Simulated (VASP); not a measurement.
# P in VASP: a series of runs, part 3 of 3

VASP 6.6.1. Earlier steps stand in the parts before.

## 5. Single point, PBE (uniaxial strain along c: +4.5 %, then relaxed in part)

Input file INCAR:

```
SYSTEM = P
ALGO = Normal ; EDIFF = 1E-7
ENCUT = 520 ; GGA = PE
ISIF = 2 ; ISMEAR = 0
LASPH = .TRUE. ; LCHARG = .FALSE.
LREAL = .FALSE. ; LWAVE = .FALSE.
NBANDS = 18 ; NELM = 80
PREC = Accurate ; SIGMA = 0.02
```

Input file KPOINTS:

```
k-points
0
G
  8 1 6
  0 0 0
```

Input file POSCAR:

```
P
1.0
    3.2824157642      0.0000000000      0.0000000000
    0.0000000000     34.4699144620      0.0000000000
    0.0000000000      0.0000000000      4.8435430296
P
4
Direct
    0.0000000000      0.9698864577      0.5955020592
    0.0000000000      0.0301135423      0.4044979408
    0.5000000000      0.0301135423      0.0955020592
    0.5000000000      0.9698864577      0.9044979408
```

Potentials or basis: VASP PAW PBE potentials, release 64 (P).

Launch:

```bash
> cat potpaw_PBE.64/P/POTCAR > POTCAR
> mpirun -np 1 vasp_std > vasp.out
```

OUTCAR:

```text
SYSTEM = P
   EDIFF = 1E-7
   ENCUT = 520
   GGA = PE
   ISIF = 2
   ISMEAR = 0
   LASPH = .TRUE.
   LREAL = .FALSE.
   NELM = 80
   PREC = Accurate

 ion  position               nearest neighbor table
   1  0.000  0.970  0.596-   4 2.22   4 2.22   2 2.27
   2  0.000  0.030  0.404-   3 2.22   3 2.22   1 2.27
   3  0.500  0.030  0.096-   2 2.22   2 2.22   4 2.27
   4  0.500  0.970  0.904-   1 2.22   1 2.22   3 2.27

  LATTYP: Found a simple orthorhombic cell.
 ALAT       =     3.2824157642
 B/A-ratio  =     1.4756031464
 C/A-ratio  =    10.5013858506

  Lattice vectors:

 A1 = (  -3.2824157642,   0.0000000000,   0.0000000000)
 A2 = (   0.0000000000,   0.0000000000,   4.8435430296)
 A3 = (   0.0000000000,  34.4699144620,   0.0000000000)

Analysis of symmetry for initial positions (statically):
=====================================================================
 Subroutine PRICEL returns:
 Original cell was already a primitive cell.

 Routine SETGRP: Setting up the symmetry group for a
 simple orthorhombic supercell.

 Subroutine GETGRP returns: Found  8 space group operations
 (whereof  4 operations were pure point group operations)
 out of a pool of  8 trial point group operations.

The static configuration has the point symmetry C_2h.
 The point group associated with its full space group is D_2h.

Analysis of symmetry for dynamics (positions and initial velocities):
=====================================================================
 Subroutine PRICEL returns:
 Original cell was already a primitive cell.

 Routine SETGRP: Setting up the symmetry group for a
 simple orthorhombic supercell.

 Subroutine GETGRP returns: Found  8 space group operations
 (whereof  4 operations were pure point group operations)
[... 117 lines left out ...]
   ISMEAR =     0;   SIGMA  =   0.02  broadening in eV -4-tet -1-fermi 0-gaus
   EFERMI_NEDOS =   21; number of points for ismear=-14 and -15
   IALGO  =     38    algorithm
   IMIX   =      4    mixing-type and parameters
     AMIX     =   0.40;   BMIX     =  1.00
     AMIX_MAG =   1.60;   BMIX_MAG =  1.00
  volume/ion in A,a.u.               =     137.01       924.56
  Fermi-wavevector in a.u.,A,eV,Ry     =   0.543024  1.026167  4.012022  0.294875
  Thomas-Fermi vector in A             =   1.571316
   LORBIT       =      0    0 simple, 1 ext, 2 COOP (PROOUT), +10 PAW based schemes
   GGA     = PE    functional components
   LHFCALC =     F    Hartree Fock is set to
   AEXX    =    0.0000 exact exchange contribution
   IVDW    =     0    specifies the selected vdW correction
   LEPSILON=     F    determine dielectric tensor
   LRPA    =     F    only Hartree local field effects (RPA)
 non-spin polarized calculation
 Gauss-broadening in eV      SIGMA  =   0.02
  energy-cutoff  :      520.00
  volume of cell :      548.02
 maximum number of plane-waves:     14820
   NGX = 13   NGY =129   NGZ = 19

 number of electron      20.0000000 magnetization

 Free energy of the ion-electron system (eV)
  ---------------------------------------------------
  ext. energy  EPLUGINS =         0.00000000
  ---------------------------------------------------
  free energy    TOTEN  =       -21.44620255 eV

  energy without entropy =      -21.44620255  energy(sigma->0) =      -21.44620255

 E-fermi :  -3.4626     XC(G=0):  -1.7403

 val. band max:       -3.5975948312   @ k =   0.0000   0.0000   0.0000
 cond. band min:      -2.5351989394   @ k =   0.0000   0.0000   0.0000
 fundamental gap:      1.0623958918
 Fermi energy:        -3.4625706256

 k-point     1 :       0.0000    0.0000    0.0000
  band No.  band energies     occupation
      1     -18.3609      2.00000
      2     -16.0650      2.00000
      3     -12.9140      2.00000
      4      -9.1423      2.00000
      5      -8.4554      2.00000
      6      -7.9184      2.00000
[... 397 lines left out ...]
      5      -8.4525      2.00000
      6      -8.4525      2.00000
[... 10 lines left out ...]
     17       3.1283      0.00000
     18       3.1283      0.00000

------------------------ aborting loop because EDIFF is reached ----------------------------------------

  FORCE on cell =-STRESS in cart. coord.  units (eV):
  Direction    XX          YY          ZZ          XY          YZ          ZX
  --------------------------------------------------------------------------------------
  -------------------------------------------------------------------------------------
  Total       -0.1522391     -0.1510790     -1.1363781      0.0000000      0.0000000      0.0000000
  in kB       -0.4450817     -0.4416901     -3.3222819      0.0000000      0.0000000      0.0000000
  external PRESSURE =      -1.4030179 kB  Pullay stress =       0.0000000 kB

 VOLUME and BASIS-vectors are now :
 -----------------------------------------------------------------------------
  energy-cutoff  :      520.00
  volume of cell :      548.02
      direct lattice vectors                 reciprocal lattice vectors
     3.282415764  0.000000000  0.000000000     0.304653667  0.000000000  0.000000000
     0.000000000 34.469914462  0.000000000     0.000000000  0.029010806  0.000000000
     0.000000000  0.000000000  4.843543030     0.000000000  0.000000000  0.206460435

 POSITION                                       TOTAL-FORCE (eV/Angst)
 -----------------------------------------------------------------------------------
      0.00000     33.43190      2.88434         0.000000      0.032809      0.032757
      0.00000      1.03801      1.95920         0.000000     -0.032809     -0.032757
      1.64121      1.03801      0.46257         0.000000     -0.032809      0.032757
      1.64121     33.43190      4.38097         0.000000      0.032809     -0.032757
 -----------------------------------------------------------------------------------
    total drift:                               -0.000000      0.000000      0.000000

  FREE ENERGIE OF THE ION-ELECTRON SYSTEM (eV)
  ---------------------------------------------------
  free  energy   TOTEN  =       -21.4462025518 eV

  energy  without entropy=      -21.4462025518  energy(sigma->0) =      -21.44620255
```

OSZICAR:

```text
N       E                     dE             d eps       ncg     rms          rms(c)
DAV:   1     0.135275238467E+03    0.13528E+03   -0.54834E+03   720   0.719E+02
DAV:   2    -0.296386196101E+01   -0.13824E+03   -0.12738E+03  1194   0.129E+02
DAV:   3    -0.212267001125E+02   -0.18263E+02   -0.18185E+02   948   0.566E+01
DAV:   4    -0.216295145191E+02   -0.40281E+00   -0.40133E+00  1034   0.109E+01
[... 15 lines left out ...]
DAV:  20    -0.214462002689E+02   -0.49108E-05   -0.13114E-07   704   0.121E-03    0.134E-03
DAV:  21    -0.214462013219E+02   -0.10530E-05   -0.14101E-08   778   0.518E-04    0.799E-04
DAV:  22    -0.214462018959E+02   -0.57398E-06   -0.69573E-09   696   0.391E-04    0.124E-04
DAV:  23    -0.214462024671E+02   -0.57125E-06   -0.87249E-09   680   0.269E-04    0.898E-05
DAV:  24    -0.214462025518E+02   -0.84658E-07   -0.38948E-10   714   0.104E-04
   1 F= -.21446203E+02 E0= -.21446203E+02  d E =-.377203E-23
```

stdout:

```text
POSCAR found type information on POSCAR P
 POSCAR found :  1 types and       4 ions
 scaLAPACK will be used
 LDA part: xc-table for (Slater+PW92), standard interpolation
 POSCAR, INCAR and KPOINTS ok, starting setup
 FFT: planning ... GRIDC
 FFT: planning ... GRID_SOFT
 FFT: planning ... GRID
 WAVECAR not read
 entering main loop
```

Wall time 2.5 min (1 thread of AMD EPYC 9R45 (Zen 5), shared host); peak memory 0.51 GiB.

Results:

```yaml
Free_energy: -21.4462 eV
Largest_force: 0.046 eV/Å
Band_gap_on_the_k_mesh: 1.06 eV, direct
```

Forces on the atoms (eV/Å):
```
P    0.000  0.033  0.033
P    0.000 -0.033 -0.033
P    0.000 -0.033  0.033
P    0.000  0.033 -0.033
```

Levels at points of the mesh, in eV from the valence-band top:
| k point | band 8 | band 9 | band 10 | band 11 | band 12 | band 13 |
| --- | --- | --- | --- | --- | --- | --- |
| (0.00, 0.00, 0.00) | -1.61 | -1.48 | 0.00 | 1.06 | 1.84 | 2.76 |
| (0.50, 0.00, 0.00) | -2.67 | -1.83 | -1.83 | 1.16 | 1.16 | 2.39 |
| (0.00, 0.00, 0.50) | -2.38 | -1.54 | -1.54 | 2.22 | 2.22 | 3.69 |
| (0.50, 0.00, 0.50) | -4.28 | -0.92 | -0.92 | 2.31 | 2.31 | 3.42 |

Caveat: the cell differs from its parent crystal (uniaxial strain along c: +4.5 %, then relaxed in part).

## 6. Single point, PBE (equal strain along all axes, cell held: -4.5 %, then relaxed in part)

Input file INCAR:

```
SYSTEM = P
  PREC = Accurate
  ENCUT = 520
  EDIFF = 1E-6
  ISMEAR = 0
  SIGMA = 0.02
  LREAL = .False.
  LASPH = .True.
  NELM = 100
  ALGO = Normal
  ISIF = 2
  LWAVE = .False.
  LCHARG = .False.
  GGA = PE
  NBANDS = 18
```

Input file KPOINTS:

```
regular mesh
0
Gamma
  8 1 6
  0 0 0
```

Input file POSCAR:

```
P
1.0
    3.1544792199      0.0000000000      0.0000000000
    0.0000000000     33.2941325440      0.0000000000
    0.0000000000      0.0000000000      4.4263956270
P
4
Direct
    0.0000000000      0.9678328181      0.5795005112
    0.0000000000      0.0321671819      0.4204994888
    0.5000000000      0.0321671819      0.0795005112
    0.5000000000      0.9678328181      0.9204994888
```

Potentials or basis: VASP PAW PBE potentials, release 64 (P).

Launch:

```bash
> cat potpaw_PBE.64/P/POTCAR > POTCAR
> mpirun -np 1 vasp_std > vasp.out
```

OUTCAR:

```text
SYSTEM = P
   PREC = Accurate
   ENCUT = 520
   EDIFF = 1E-6
   ISMEAR = 0
   LREAL = .False.
   LASPH = .True.
   NELM = 100
   ISIF = 2
   GGA = PE

 ion  position               nearest neighbor table
   1  0.000  0.968  0.580-   4 2.18   4 2.18   2 2.25
   2  0.000  0.032  0.420-   3 2.18   3 2.18   1 2.25
   3  0.500  0.032  0.080-   2 2.18   2 2.18   4 2.25
   4  0.500  0.968  0.920-   1 2.18   1 2.18   3 2.25

  LATTYP: Found a simple orthorhombic cell.
 ALAT       =     3.1544792199
 B/A-ratio  =     1.4032096325
 C/A-ratio  =    10.5545575745

  Lattice vectors:

 A1 = (  -3.1544792199,   0.0000000000,   0.0000000000)
 A2 = (   0.0000000000,   0.0000000000,   4.4263956270)
 A3 = (   0.0000000000,  33.2941325440,   0.0000000000)

Analysis of symmetry for initial positions (statically):
=====================================================================
 Subroutine PRICEL returns:
 Original cell was already a primitive cell.

 Routine SETGRP: Setting up the symmetry group for a
 simple orthorhombic supercell.
[... 166 lines left out ...]

  energy without entropy =      -21.29999634  energy(sigma->0) =      -21.29999634

 E-fermi :  -3.0211     XC(G=0):  -1.9293

 val. band max:       -3.1052809397   @ k =   0.0000   0.0000   0.0000
 cond. band min:      -2.6426024709   @ k =   0.0000   0.0000   0.0000
 fundamental gap:      0.4626784689
 Fermi energy:        -3.0211049689

 k-point     1 :       0.0000    0.0000    0.0000
  band No.  band energies     occupation
      1     -18.4999      2.00000
      2     -15.9554      2.00000
      3     -12.0593      2.00000
      4      -9.1015      2.00000
      5      -8.0764      2.00000
      6      -7.7298      2.00000
[... 397 lines left out ...]
      5      -8.2179      2.00000
      6      -8.2179      2.00000
[... 10 lines left out ...]
     17       3.0261      0.00000
     18       3.0261      0.00000

------------------------ aborting loop because EDIFF is reached ----------------------------------------

  FORCE on cell =-STRESS in cart. coord.  units (eV):
  Direction    XX          YY          ZZ          XY          YZ          ZX
  --------------------------------------------------------------------------------------
  -------------------------------------------------------------------------------------
  Total        5.6291057     -0.1602620      1.8759512      0.0000000      0.0000000      0.0000000
  in kB       19.4001186     -0.5523262      6.4652678      0.0000000      0.0000000      0.0000000
  external PRESSURE =       8.4376868 kB  Pullay stress =       0.0000000 kB

 VOLUME and BASIS-vectors are now :
 -----------------------------------------------------------------------------
  energy-cutoff  :      520.00
  volume of cell :      464.89
      direct lattice vectors                 reciprocal lattice vectors
     3.154479220  0.000000000  0.000000000     0.317009538  0.000000000  0.000000000
     0.000000000 33.294132544  0.000000000     0.000000000  0.030035322  0.000000000
     0.000000000  0.000000000  4.426395627     0.000000000  0.000000000  0.225917447

 POSITION                                       TOTAL-FORCE (eV/Angst)
 -----------------------------------------------------------------------------------
      0.00000     32.22315      2.56510         0.000000      0.033893      0.048378
      0.00000      1.07098      1.86130        -0.000000     -0.033893     -0.048378
      1.57724      1.07098      0.35190         0.000000     -0.033893      0.048378
      1.57724     32.22315      4.07449        -0.000000      0.033893     -0.048378
 -----------------------------------------------------------------------------------
    total drift:                               -0.000000      0.000000     -0.000000

  FREE ENERGIE OF THE ION-ELECTRON SYSTEM (eV)
  ---------------------------------------------------
  free  energy   TOTEN  =       -21.2999963387 eV

  energy  without entropy=      -21.2999963387  energy(sigma->0) =      -21.29999634
```

OSZICAR:

```text
N       E                     dE             d eps       ncg     rms          rms(c)
DAV:   1     0.140113660513E+03    0.14011E+03   -0.58635E+03   720   0.746E+02
DAV:   2    -0.350993425260E+01   -0.14362E+03   -0.13366E+03  1186   0.135E+02
DAV:   3    -0.211831783138E+02   -0.17673E+02   -0.17590E+02   966   0.570E+01
DAV:   4    -0.215564969239E+02   -0.37332E+00   -0.37218E+00  1018   0.106E+01
[... 12 lines left out ...]
DAV:  17    -0.212999575176E+02   -0.49359E-04   -0.22157E-06   804   0.458E-03    0.298E-03
DAV:  18    -0.212999823235E+02   -0.24806E-04   -0.66205E-07   780   0.270E-03    0.307E-03
DAV:  19    -0.212999909181E+02   -0.85946E-05   -0.22465E-07   762   0.155E-03    0.862E-04
DAV:  20    -0.212999955280E+02   -0.46099E-05   -0.14399E-07   722   0.110E-03    0.918E-04
DAV:  21    -0.212999963387E+02   -0.81078E-06   -0.12252E-08   706   0.516E-04
   1 F= -.21299996E+02 E0= -.21299996E+02  d E =-.632030E-11
```

stdout:

```text
POSCAR found type information on POSCAR P
 POSCAR found :  1 types and       4 ions
 scaLAPACK will be used
 LDA part: xc-table for (Slater+PW92), standard interpolation
 POSCAR, INCAR and KPOINTS ok, starting setup
 FFT: planning ... GRIDC
 FFT: planning ... GRID_SOFT
 FFT: planning ... GRID
 WAVECAR not read
 entering main loop
```

It took 7.2 min on 1 thread of AMD EPYC 7R13, shared host; peak memory 0.5 GiB.

Results:

| Quantity | Value |
| --- | --- |
| Free energy | -21.3000 eV |
| Largest force | 0.059 eV/Å |
| Band gap on the k mesh | 0.46 eV, direct |

Forces on the atoms (eV/Å):
```
P    0.000  0.034  0.048
P    0.000 -0.034 -0.048
P    0.000 -0.034  0.048
P    0.000  0.034 -0.048
```

Caveat: the cell differs from its parent crystal (equal strain along all axes, cell held: -4.5 %, then relaxed in part).

## 7. The runs side by side

| cell | k mesh | smearing | gap on the mesh (eV) | largest force (eV/Å) |
| --- | --- | --- | --- | --- |
| a = 3.284, b = 34.857, c = 4.632 Å, 4 atoms | 6 × 1 × 4 | gaussian 0.1 eV | 0.94 | 0.31 |
| a = 3.288, b = 34.601, c = 4.774 Å, 4 atoms | 8 × 1 × 6 | gaussian 0.02 eV | 1.02 | 0.05 |
| a = 3.266, b = 34.471, c = 4.844 Å, 4 atoms | 8 × 1 × 6 | gaussian 0.02 eV | 1.11 | 0.23 |
| a = 3.282, b = 34.470, c = 4.844 Å, 4 atoms | 8 × 1 × 6 | gaussian 0.02 eV | 1.06 | 0.05 |
| a = 3.154, b = 33.294, c = 4.426 Å, 4 atoms | 8 × 1 × 6 | gaussian 0.02 eV | 0.46 | 0.06 |

Alike in all rows: task single point; level PBE; potentials or basis VASP PAW PBE potentials, release 64 (P); no spin polarisation; cutoff (eV) 520.

Absolute energies hang on the potentials; compare differences alone.
